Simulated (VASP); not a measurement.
Crystal: BeS.

```xyz
2
Lattice="0.0000 2.5149 2.4343 2.5149 0.0000 2.4343 2.5149 2.5149 0.0000" Properties=species:S:1:pos:R:3 pbc="T T T"
Be    0.0000    0.0000    0.0000
S     1.2574    1.2574    1.2172
```

This cell differs from its parent crystal: biaxial xy strain +3.3%.

Base run:

| Item | Value |
| --- | --- |
| Program | VASP 6.6.1 |
| Functional | r2SCAN |
| Potentials or basis | VASP PAW PBE potentials, release 64 (Be, S) |
| Cutoff | 660 eV |
| k mesh | 10 × 10 × 10 |
| Occupations | gaussian, width 0.01 eV |
| Spin | no spin polarisation |

Its results: band gap on the k mesh 3.47 eV, indirect (least direct gap 5.90 eV); pressure -5.4 GPa.

Question: The run is repeated on the same cell with these changes: functional from r2SCAN to PBE; cutoff from 660 eV to 600 eV; occupations from gaussian, width 0.01 eV to fermi-dirac, width 0.02 eV. What comes out?

Answer: Band gap on the k mesh 3.02 eV, indirect (least direct gap 5.15 eV); pressure -5.0 GPa.

Caveats: the PAW data sets were made with another functional, which shifts forces and pressure a little (some runs).

A k mesh can miss the band edges.
